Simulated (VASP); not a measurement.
# Pb (Fm-3m) in VASP: a series of runs

The runs below take Pb through single point, relaxation of cell and atoms, with LDA.

All numbers are computed with VASP 6.6.1; they aren't measurements. Logs are shortened: lines on timing, memory, paths and dates and some standing lists are left out, and cuts for length are marked.

## Step 1: The cell of the first run

Symmetry: Fm-3m, No. 225, cubic system. The conventional cell has a = 4.882 Å, b = 4.882 Å, c = 4.882 Å, α = 90.00°, β = 90.00°, γ = 90.00°. Pb (site symmetry m-3m) has 12 Pb at 3.45 Å within 4.5 Å.

## Step 2: Single point, LDA

Input file INCAR:

```
SYSTEM = Pb
PREC     = Accurate       ! precision mode
ENCUT    = 520            ! plane-wave cutoff, eV
EDIFF    = 1E-6           ! SCF threshold, eV
ISMEAR   = 0              ! smearing method
SIGMA    = 0.1            ! smearing width, eV
LREAL    = .FALSE.        ! projectors in reciprocal space
LASPH    = .TRUE.         ! aspherical terms in the spheres
NELM     = 100            ! most SCF steps
ALGO     = Normal         ! electronic algorithm
ISIF     = 2              ! what is computed and relaxed
LWAVE    = .FALSE.        ! write WAVECAR
LCHARG   = .FALSE.        ! write CHGCAR
NBANDS   = 13             ! bands
```

Input file KPOINTS:

```
Automatic mesh
0
G
  14 14 14
  0 0 0
```

Input file POSCAR:

```
Pb
1.0
    0.0000000000      2.4410453554      2.4410453554
    2.4410453554      0.0000000000      2.4410453554
    2.4410453554      2.4410453554      0.0000000000
Pb
1
Direct
    0.0000000000      0.0000000000      0.0000000000
```

Potentials or basis: VASP PAW LDA potentials, release 64 (Pb_d).

On the command line:

```
$ cat potpaw_LDA.64/Pb_d/POTCAR > POTCAR
$ mpirun -np 1 vasp_std > vasp.out
```

OUTCAR:

```text
SYSTEM = Pb
   PREC = Accurate
   ENCUT = 520
   EDIFF = 1E-6
   ISMEAR = 0
   LREAL = .FALSE.
   LASPH = .TRUE.
   NELM = 100
   ISIF = 2

 ion  position               nearest neighbor table
   1  0.000  0.000  0.000-

  LATTYP: Found a face centered cubic cell.
 ALAT       =     4.8820907108

  Lattice vectors:

 A1 = (   0.0000000000,   2.4410453554,   2.4410453554)
 A2 = (   2.4410453554,   0.0000000000,   2.4410453554)
 A3 = (   2.4410453554,   2.4410453554,   0.0000000000)

Analysis of symmetry for initial positions (statically):
=====================================================================
 Subroutine PRICEL returns:
 Original cell was already a primitive cell.

 Routine SETGRP: Setting up the symmetry group for a
 face centered cubic supercell.

 Subroutine GETGRP returns: Found 48 space group operations
 (whereof 48 operations were pure point group operations)
 out of a pool of 48 trial point group operations.

The static configuration has the point symmetry O_h .

Analysis of symmetry for dynamics (positions and initial velocities):
=====================================================================
 Subroutine PRICEL returns:
 Original cell was already a primitive cell.

 Routine SETGRP: Setting up the symmetry group for a
 face centered cubic supercell.

 Subroutine GETGRP returns: Found 48 space group operations
 (whereof 48 operations were pure point group operations)
 out of a pool of 48 trial point group operations.

The dynamic configuration has the point symmetry O_h .

 Subroutine INISYM returns: Found 48 space group operations
 (whereof 48 operations are pure point group operations),
 and found     1 'primitive' translations

----------------------------------------------------------------------------------------

                                     Primitive cell

  volume of cell :      29.0909

  direct lattice vectors                    reciprocal lattice vectors
     0.000000000  2.441045355  2.441045355    -0.204830279  0.204830279  0.204830279
     2.441045355  0.000000000  2.441045355     0.204830279 -0.204830279  0.204830279
     2.441045355  2.441045355  0.000000000     0.204830279  0.204830279 -0.204830279

  length of vectors
     3.452159448  3.452159448  3.452159448     0.354776449  0.354776449  0.354776449

  position of ions in fractional coordinates (direct lattice)
     0.000000000  0.000000000  0.000000000

  ion indices of the primitive-cell ions
   primitive index   ion index
                 1           1

----------------------------------------------------------------------------------------

 KPOINTS: Automatic mesh

Automatic generation of k-mesh.
 Grid dimensions read from file:
 generate k-points for:   14   14   14

 Generating k-lattice:

  Cartesian coordinates                     Fractional coordinates (reciprocal lattice)
    -0.014630734  0.014630734  0.014630734     0.071428571  0.000000000  0.000000000
     0.014630734 -0.014630734  0.014630734     0.000000000  0.071428571  0.000000000
     0.014630734  0.014630734 -0.014630734     0.000000000  0.000000000  0.071428571

  Length of vectors
     0.025341175  0.025341175  0.025341175

  Shift w.r.t. Gamma in fractional coordinates (k-lattice)
     0.000000000  0.000000000  0.000000000

 Subroutine IBZKPT returns following result:
 ===========================================

 Found    104 irreducible k-points:

 Following reciprocal coordinates:
            Coordinates               Weight
  0.000000  0.000000  0.000000      1.000000
  0.071429  0.000000  0.000000      8.000000
  0.142857  0.000000  0.000000      8.000000
  0.214286  0.000000  0.000000      8.000000
  0.285714  0.000000  0.000000      8.000000
  0.357143  0.000000  0.000000      8.000000
[... 16 lines left out ...]
  0.214286  0.142857  0.000000     24.000000
  0.285714  0.142857  0.000000     24.000000
 [... further k-points ...]
   k-points           NKPTS =    104   k-points in BZ     NKDIM =    104   number of bands    NBANDS=     13
   number of dos      NEDOS =    301   number of ions     NIONS =      1
   total plane-waves  NPLWV =  21952
   dimension x,y,z NGX =    28 NGY =   28 NGZ =   28
   dimension x,y,z NGXF=    56 NGYF=   56 NGZF=   56
   ions per type =               1
   NGX,Y,Z   is equivalent  to a cutoff of  13.48, 13.48, 13.48 a.u.
   NGXF,Y,Z  is equivalent  to a cutoff of  26.97, 26.97, 26.97 a.u.
 SYSTEM =  Pb
   PREC   = accura    normal or accurate (medium, high low for compatibility)
   ISTART =      0    job   : 0-new  1-cont  2-samecut
   ICHARG =      2    charge: 1-file 2-atom 10-const
   ISPIN  =      1    spin polarized calculation?
   LNONCOLLINEAR =      F non collinear calculations
   LSORBIT =      F    spin-orbit coupling
   LASPH  =      T    aspherical Exc in radial PAW
   ENCUT  =  520.0 eV  38.22 Ry    6.18 a.u.   6.42  6.42  6.42*2*pi/ulx,y,z
   NELM   =    100;   NELMIN=  2; NELMDL= -5     # of ELM steps
   EDIFF  = 0.1E-05   stopping-criterion for ELM
   LREAL  =      F    real-space projection
[... 7 lines left out ...]
   TEBEG  =    0.0;   TEEND  =   0.0 temperature during run
   PSTRESS=    0.0 pullay stress
   NELECT =      14.0000    total number of electrons
   NUPDOWN=      -1.0000    fix difference up-down
   EMIN   =  10.00;   EMAX   =-10.00  energy-range for DOS
   EFERMI =   0.00;   METHOD = LEGACY
   ISMEAR =     0;   SIGMA  =   0.10  broadening in eV -4-tet -1-fermi 0-gaus
   EFERMI_NEDOS =   21; number of points for ismear=-14 and -15
   IALGO  =     38    algorithm
   IMIX   =      4    mixing-type and parameters
     AMIX     =   0.40;   BMIX     =  1.00
     AMIX_MAG =   1.60;   BMIX_MAG =  1.00
  volume/ion in A,a.u.               =      29.09       196.32
  Fermi-wavevector in a.u.,A,eV,Ry     =   1.282916  2.424360 22.393479  1.645874
  Thomas-Fermi vector in A             =   2.415200
   LORBIT       =      0    0 simple, 1 ext, 2 COOP (PROOUT), +10 PAW based schemes
   GGA     = CA    functional components
   LHFCALC =     F    Hartree Fock is set to
   AEXX    =    0.0000 exact exchange contribution
   IVDW    =     0    specifies the selected vdW correction
   LEPSILON=     F    determine dielectric tensor
   LRPA    =     F    only Hartree local field effects (RPA)
 non-spin polarized calculation
 Gauss-broadening in eV      SIGMA  =   0.10
  energy-cutoff  :      520.00
  volume of cell :       29.09
 maximum number of plane-waves:       801
 NGX is ok and might be reduce to    28
   NGX = 13   NGY = 13   NGZ = 13

 number of electron      13.9999999 magnetization

 Free energy of the ion-electron system (eV)
  ---------------------------------------------------
  ext. energy  EPLUGINS =         0.00000000
  ---------------------------------------------------
  free energy    TOTEN  =        -4.25776375 eV

  energy without entropy =       -4.25576283  energy(sigma->0) =       -4.25676329

 E-fermi :   7.5361     XC(G=0): -10.6546

 val. band max:        7.5149587623   @ k =  -0.2857   0.2857   0.0714
 cond. band min:       7.5820624971   @ k =   0.3571   0.2143   0.0000
 fundamental gap:      0.0671037347
 Fermi energy:         7.5360902076

 k-point     1 :       0.0000    0.0000    0.0000
  band No.  band energies     occupation
      1      -9.5568      2.00000
      2      -9.5568      2.00000
      3      -9.5568      2.00000
      4      -9.3947      2.00000
      5      -9.3947      2.00000
      6      -4.5697      2.00000
      7      15.1647      0.00000
      8      15.1647      0.00000
      9      15.1647      0.00000
     10      17.3328      0.00000
     11      19.4857      0.00000
     12      20.3109      0.00000
     13      20.3109      0.00000

 k-point     2 :       0.0714    0.0000    0.0000
  band No.  band energies     occupation
      1      -9.5572      2.00000
      2      -9.5484      2.00000
      3      -9.5484      2.00000
      4      -9.3955      2.00000
      5      -9.3955      2.00000
      6      -4.4673      2.00000
      7      13.9508      0.00000
      8      15.0371      0.00000
      9      15.0371      0.00000
     10      17.1376      0.00000
     11      19.9401      0.00000
     12      20.5354      0.00000
     13      20.5354      0.00000

 k-point     3 :       0.1429    0.0000    0.0000
  band No.  band energies     occupation
      1      -9.5593      2.00000
      2      -9.5291      2.00000
      3      -9.5291      2.00000
      4      -9.3928      2.00000
      5      -9.3928      2.00000
      6      -4.1591      2.00000
      7      11.7163      0.00000
      8      14.7115      0.00000
      9      14.7115      0.00000
     10      16.9174      0.00000
     11      20.5025      0.00000
     12      21.0587      0.00000
     13      21.0703      0.00000
[... 305 lines left out ...]
 k-point    23 :       0.2143    0.1429    0.0000
  band No.  band energies     occupation
      1      -9.6039      2.00000
      2      -9.4758      2.00000
      3      -9.4676      2.00000
      4      -9.4408      2.00000
      5      -9.3506      2.00000
      6      -3.6466      2.00000
      7      10.9452      0.00000
      8      12.7876      0.00000
      9      13.1625      0.00000
     10      16.2825      0.00000
     11      17.3014      0.00000
     12      22.0855      0.00000
     13      22.8503      0.00000

 k-point    24 :       0.2857    0.1429    0.0000
  band No.  band energies     occupation
      1      -9.6053      2.00000
      2      -9.4908      2.00000
      3      -9.4584      2.00000
      4      -9.4115      2.00000
      5      -9.3163      2.00000
      6      -3.0693      2.00000
      7       8.8210      0.00000
      8      12.3513      0.00000
      9      12.6689      0.00000
     10      16.0879      0.00000
     11      17.7458      0.00000
     12      21.7005      0.00000
     13      22.1470      0.00000

 [... further k-points ...]
[... 5 lines left out ...]
  --------------------------------------------------------------------------------------
  -------------------------------------------------------------------------------------
  Total        0.0057815      0.0057815      0.0057815      0.0000000      0.0000000     -0.0000000
  in kB        0.3184134      0.3184134      0.3184134      0.0000000      0.0000000     -0.0000000
  external PRESSURE =       0.3184134 kB  Pullay stress =       0.0000000 kB

 VOLUME and BASIS-vectors are now :
 -----------------------------------------------------------------------------
  energy-cutoff  :      520.00
  volume of cell :       29.09
      direct lattice vectors                 reciprocal lattice vectors
     0.000000000  2.441045355  2.441045355    -0.204830279  0.204830279  0.204830279
     2.441045355  0.000000000  2.441045355     0.204830279 -0.204830279  0.204830279
     2.441045355  2.441045355  0.000000000     0.204830279  0.204830279 -0.204830279

 POSITION                                       TOTAL-FORCE (eV/Angst)
 -----------------------------------------------------------------------------------
      0.00000      0.00000      0.00000        -0.000000      0.000000     -0.000000
 -----------------------------------------------------------------------------------
    total drift:                               -0.000000     -0.000000     -0.000000

  FREE ENERGIE OF THE ION-ELECTRON SYSTEM (eV)
  ---------------------------------------------------
  free  energy   TOTEN  =        -4.2577637452 eV

  energy  without entropy=       -4.2557628305  energy(sigma->0) =       -4.25676329
```

Wall time 47 s (1 thread of Intel Xeon 8259CL, shared host); peak memory 0.16 GiB.

What came out:

- Free energy: -4.2578 eV
- Pressure: 0.0 GPa
- Band gap on the k mesh: zero (bands 7 and 8 overlap by 9.31 eV)

Levels at points of the mesh, in eV from the Fermi level:
```
           k point  band 3  band 4  band 5  band 6  band 7  band 8  band 9  band 10  band 11  band 12
(0.00, 0.00, 0.00)  -17.09  -16.93  -16.93  -12.11    7.63    7.63    7.63     9.80    11.95    12.77
(0.50, 0.00, 0.00)  -17.08  -16.78  -16.78   -8.24   -4.46    5.70    5.70     9.28     9.88    11.45
(0.50, 0.50, 0.00)  -16.79  -16.74  -16.74   -6.73   -3.49    2.01    2.01     5.54     6.81    18.38
```

Caveat: spin-orbit coupling is left out, which moves the levels of the heavy elements.

## Step 3: Relaxation of cell and atoms, LDA

This run uses another cell than the first one, of 30.13 Å³/atom.

Input file INCAR:

```
SYSTEM = Pb
PREC = Accurate
ENCUT = 600
EDIFF = 1E-6
ISMEAR = 0
SIGMA = 0.1
LREAL = .False.
LASPH = .True.
NELM = 80
ALGO = Fast
ISIF = 3
LWAVE = .False.
LCHARG = .False.
IBRION = 2
NSW = 100
EDIFFG = -0.005
```

Input file KPOINTS:

```
Automatic mesh
0
Gamma
  14 14 14
  0 0 0
```

Input file POSCAR:

```
Pb
1.0
    0.0000000000      2.4698000000      2.4698000000
    2.4698000000      0.0000000000      2.4698000000
    2.4698000000      2.4698000000      0.0000000000
Pb
1
Direct
    0.0000000000      0.0000000000      0.0000000000
```

Potentials or basis: VASP PAW LDA potentials, release 64 (Pb_d).

On the command line:

```
$ cat potpaw_LDA.64/Pb_d/POTCAR > POTCAR
$ mpirun -np 1 vasp_std > vasp.out
```

Wall time 4.9 min (1 thread of Intel Xeon 8259CL, shared host); peak memory 0.18 GiB.

Results (log left out):

```
Free energy                           : -4.2580 eV
Relaxed volume                        : 29.18 Å³/atom
Relaxed cell                          : a = 3.456 Å, b = 3.456 Å, c = 3.456 Å, α = 60.00°, β = 60.00°, γ = 60.00°
Space group after relaxing (to 0.1 Å) : Fm-3m (No. 225)
Energy gained by relaxing             : 5.0 meV/atom
Ionic steps                           : 9
Pressure after relaxing               : 0.0 GPa
Band gap on the k mesh                : zero (bands 7 and 8 overlap by 9.29 eV)
```

Step by step:
| step | energy change (eV) | largest force (eV/Å) | pressure (GPa) | volume (Å³) |
| --- | --- | --- | --- | --- |
| 1 | 0.0000 | 0.0000 | -1.55 | 30.13 |
| 2 | -0.0045 | 0.0000 | 0.53 | 28.88 |
| 3 | -0.0050 | 0.0000 | 0.07 | 29.16 |
| 4 | -0.0050 | 0.0000 | -0.04 | 29.20 |
| 5 | -0.0050 | 0.0000 | -0.04 | 29.18 |
| 6 | -0.0050 | 0.0000 | -0.06 | 29.18 |
| 7 | -0.0050 | 0.0000 | -0.07 | 29.18 |
| 8 | -0.0050 | 0.0000 | -0.03 | 29.18 |
| 9 | -0.0050 | 0.0000 | -0.02 | 29.18 |

Final structure:
```cif
data_structure
_symmetry_space_group_name_H-M 'P 1'
_symmetry_Int_Tables_number 1
_cell_length_a 3.4555
_cell_length_b 3.4555
_cell_length_c 3.4555
_cell_angle_alpha 60.000
_cell_angle_beta 60.000
_cell_angle_gamma 60.000
_cell_volume 29.18
loop_
_atom_site_label
_atom_site_type_symbol
_atom_site_fract_x
_atom_site_fract_y
_atom_site_fract_z
_atom_site_occupancy
Pb1 Pb 0.00000 0.00000 0.00000 1
```

Levels at points of the mesh, in eV from the Fermi level:
| k point | band 3 | band 4 | band 5 | band 6 | band 7 | band 8 | band 9 | band 10 | band 11 |
| --- | --- | --- | --- | --- | --- | --- | --- | --- | --- |
| (0.00, 0.00, 0.00) | -17.09 | -16.93 | -16.93 | -12.08 | 7.61 | 7.61 | 7.61 | 9.80 | 11.91 |
| (0.50, 0.00, 0.00) | -17.08 | -16.78 | -16.78 | -8.24 | -4.44 | 5.68 | 5.68 | 9.28 | 9.85 |
| (0.50, 0.50, 0.00) | -16.79 | -16.74 | -16.74 | -6.74 | -3.48 | 2.01 | 2.01 | 5.54 | 6.80 |

Caveat: spin-orbit coupling is left out, which moves the levels of the heavy elements. LDA usually gives volumes a few per cent too small.
